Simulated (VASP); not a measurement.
AlCu, 2 atoms in the cell. It takes space group Pm-3m (No. 221, cubic). The conventional cell has a = 3.005 Å, b = 3.005 Å, c = 3.005 Å, α = 90.00°, β = 90.00°, γ = 90.00°. Within 3.4 Å of Al (site symmetry m-3m) lie 8 Cu at 2.60 Å and 6 Al at 3.01 Å. Cu (site symmetry m-3m) has 8 Al at 2.60 Å and 6 Cu at 3.01 Å within 3.4 Å.  This cell differs from its parent crystal: the cell strained.

```yaml
Program: VASP 6.6.1
Task: single point
Functional: PBEsol
Potentials_or_basis: VASP PAW PBE potentials, release 64 (Al, Cu)
Cutoff: 520 eV
k_mesh: 16 × 16 × 16
Occupations: gaussian, width 0.15 eV
Spin: no spin polarisation
Dipole_correction: no
Further_INCAR_settings: ALGO = Fast; EDIFF = 1e-06; NBANDS = 14
```

Potentials or basis: VASP PAW PBE potentials, release 64 (Al, Cu).

Command:

```console
$ cat potpaw_PBE.64/Al/POTCAR potpaw_PBE.64/Cu/POTCAR > POTCAR
$ mpirun -np 1 vasp_std > vasp.out
```

Hardware: 1 thread of Intel Xeon 8259CL (shared host).

Estimate the wall time of this run.

Wall time 90 s on 1 thread of Intel Xeon 8259CL, on a shared host, peak memory 0.18 GiB. Counts: scf iterations 16, k points 165.
